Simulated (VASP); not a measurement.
The system is Al2O3.

```xyz
5
Lattice="3.0175 0.0000 0.0000 -1.5087 2.6132 0.0000 0.0000 0.0000 7.5746" Properties=species:S:1:pos:R:3 pbc="T T T"
Al    0.0000    0.0000    2.1054
Al    0.0000    0.0000    5.4693
O     0.0000    1.7421    1.5108
O     1.5087    0.8711    6.0638
O     0.0000    0.0000    3.7873
```

```yaml
Program: VASP 6.6.1
Task: relaxation of cell and atoms
Functional: PBEsol
Potentials_or_basis: VASP PAW PBE potentials, release 64 (Al, O)
Cutoff: 600 eV
k_mesh: 8 × 8 × 3
Occupations: gaussian, width 0.01 eV
Spin: no spin polarisation
```

At the start: pressure -3.7 GPa; volume 11.95 Å³/atom.

Q: How do energy, volume and symmetry change on relaxing?

A: Over 6 steps the energy falls by 3.5 meV/atom and the volume is 11.68 Å³/atom (-2.2 %); space group P-3m1 (No. 164, to 0.1 Å) before and after.

The path:
```
step  energy change (eV)  largest force (eV/Å)  pressure (GPa)  volume (Å³)
   1              0.0000                0.1892           -3.70        59.73
   2             -0.0040                0.2139            3.61        57.38
   3             -0.0166                0.0660            0.06        58.45
   4             -0.0160                0.2629           -0.04        58.38
   5             -0.0172                0.0715            0.01        58.43
   6             -0.0175                0.0162            0.03        58.42
```

Final structure:
```yaml
crystal:
  lattice:
    - [2.98847, 0.00000, 0.00000]
    - [-1.49424, 2.58809, 0.00000]
    - [0.00000, 0.00000, 7.55321]
  atoms:
    - { symbol: Al, position: [0.00000, 0.00000, 0.27842] }
    - { symbol: Al, position: [0.00000, 0.00000, 0.72158] }
    - { symbol: O, position: [0.33333, 0.66667, 0.19986] }
    - { symbol: O, position: [0.66667, 0.33333, 0.80014] }
    - { symbol: O, position: [0.00000, 0.00000, 0.50000] }
```

Caveat: the PAW data sets were made with another functional, which shifts forces and pressure a little.
